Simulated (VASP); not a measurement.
C, 8 atoms in the cell. The structure is orthorhombic, space group Cmmm (No. 65). Conventional cell: a = 4.230 Å, b = 8.719 Å, c = 2.500 Å, α = 90.00°, β = 90.00°, γ = 90.00°. C (site symmetry m) has 4 C at 1.52 to 1.57 Å within 2.0 Å. Within 2.0 Å of C (site symmetry m) lie 4 C at 1.52 to 1.56 Å. 

| Item | Value |
| --- | --- |
| Program | VASP 6.6.1 |
| Task | single point |
| Functional | PBEsol |
| Potentials or basis | VASP PAW PBE potentials, release 64 (C) |
| Cutoff | 520 eV |
| k mesh | 6 × 6 × 9 |
| Occupations | fermi-dirac, width 0.1 eV |
| Spin | no spin polarisation |
| Dipole correction | no |
| Further INCAR settings | ALGO = Normal; EDIFF = 1e-06; NBANDS = 26 |

Potentials or basis: VASP PAW PBE potentials, release 64 (C).

Launch:

```bash
$ cat potpaw_PBE.64/C/POTCAR > POTCAR
$ mpirun -np 1 vasp_std > vasp.out
```

Hardware: 1 thread of Intel(R) Xeon(R) Platinum 8488C (Sapphire Rapids), on a shared host.

Question: How long does it take, and how much memory?

Answer: Wall time 47 s on 1 thread of Intel(R) Xeon(R) Platinum 8488C (Sapphire Rapids), with other jobs on the host, peak memory 0.19 GiB. Counts: scf iterations 13, k points 65.
